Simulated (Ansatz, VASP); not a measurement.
MgS in VASP and in Ansatz

The input INCAR:

```
ALGO = Normal
EDIFF = 1E-6
ENCUT = 520
ISIF = 2
ISMEAR = -1
LASPH = True
LCHARG = False
LREAL = False
LWAVE = False
NBANDS = 16
NELM = 100
PREC = Accurate
SIGMA = 0.05
```

KPOINTS

```
k-points
0
Gamma
  8 8 4
```

Contents of POSCAR:

```
MgS
1.0
    4.0613425392      0.0000000000      0.0000000000
   -2.0306712696      3.5172258124      0.0000000000
    0.0000000000      0.0000000000      6.4748933962
S Mg
2 2
Direct
    0.6666666667      0.3333333333      0.8792441500
    0.3333333333      0.6666666667      0.3792441500
    0.3333333333      0.6666666667      0.9957548500
    0.6666666667      0.3333333333      0.4957548500
```

Contents of input.yaml:

```yaml
crystal:
  lattice:
    - [4.0613425392, 0.0, 0.0]
    - [-2.0306712696, 3.5172258124, 0.0]
    - [0.0, 0.0, 6.4748933962]
  atoms:
    - { symbol: S, position: [0.6666666667, 0.3333333333, 0.87924415] }
    - { symbol: S, position: [0.3333333333, 0.6666666667, 0.37924415] }
    - { symbol: Mg, position: [0.3333333333, 0.6666666667, 0.99575485] }
    - { symbol: Mg, position: [0.6666666667, 0.3333333333, 0.49575485] }
hamiltonian:
  xc: lda
  pseudopotentials: { kind: paw }
kpoints:
  mp_grid: { grid: [8, 8, 4] }
scf:
  occupations: { method: fermi_dirac, width: 0.05 }
output:
  forces: true
  stress: true
  eigenvalues: true
```

Alike in both runs: task single point; functional LDA; k mesh 8 × 8 × 4; occupations fermi-dirac, width 0.05 eV; no spin polarisation.

|  | VASP | Ansatz |
| --- | --- | --- |
| version | VASP 6.6.1 | Ansatz 0.2.0 |
| potentials or method | VASP PAW LDA potentials, release 64 (S, Mg) | Ansatz PAW |
| plane-wave cutoff (eV) | 520 | 420 |
| valence electrons in the cell | 16 | 32 |

|  | VASP | Ansatz | Ansatz less VASP |
| --- | --- | --- | --- |
| gap on the k mesh at the Fermi level (eV) | 3.06 | 3.05 | -0.009 |
| least direct gap on the mesh (eV) | 3.06 | 3.05 | -0.009 |
| pressure (GPa) | -3.4 | -3.1 | +0.32 |
| traceless stress, the component that is largest in VASP (GPa) | -0.07 | -0.08 | -0.008 |
| rms of the force components (eV/Å) | 0.032 | 0.031 | -0.0008 |

LDA's correlation is that of Perdew and Zunger in VASP and of Perdew and Wang (1992) in Ansatz. Atom by atom the forces differ by 0.001 eV/Å (rms over components). VASP's potentials hold 16 valence electrons a cell and Ansatz's 32, so a difference there can come from the potentials and not from the codes.
